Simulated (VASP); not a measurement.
A run of VASP 6.6.1 is set up as follows.

Contents of INCAR:

```
  PREC = Accurate
  ENCUT = 520
  EDIFF = 1E-7
  ISMEAR = 0
  SIGMA = 0.02
  LREAL = F
  LASPH = T
  NELM = 80
  ALGO = Normal
  ISIF = 2
  LWAVE = F
  LCHARG = F
  GGA = PE
  NBANDS = 32
```

Contents of KPOINTS:

```
regular mesh
0
Gamma
  12 12 2
```

The input POSCAR:

```
HfZrS4
1.0
    3.6681666455      0.0000000000      0.0000000000
   -1.8340833228      3.1767255003      0.0000000000
    0.0000000000      0.0000000000     13.5893477152
Zr Hf S
1 1 4
Direct
    0.0000000000      0.0000000000      0.0000000000
    0.0000000000      0.0000000000      0.5000000000
    0.6666666667      0.3333333333      0.3941031655
    0.6666666667      0.3333333333      0.8928295379
    0.3333333333      0.6666666667      0.1071704621
    0.3333333333      0.6666666667      0.6058968345
```

Potentials or basis: VASP PAW PBE potentials, release 64 (Zr_sv, Hf_pv, S).

The run is started by

```bash
$ cat potpaw_PBE.64/Zr_sv/POTCAR potpaw_PBE.64/Hf_pv/POTCAR potpaw_PBE.64/S/POTCAR > POTCAR
$ mpirun -np 1 vasp_std > vasp.out
```

Problem. Predict the largest force.

Solution. 0.066 eV/Å.

Problem. What does it give for the band gap on the k mesh?

Solution. 1.13 eV (least direct gap 1.69 eV).

Forces in eV/Å, atoms in the order of the input:
```
Zr   0.000  0.000  0.000
Hf   0.000  0.000  0.000
S    0.000  0.000  0.066
S    0.000  0.000 -0.007
S    0.000  0.000  0.007
S    0.000  0.000 -0.066
```

Caveat: spin-orbit coupling is left out, which moves the levels of the heavy elements. A k mesh can miss the band edges.
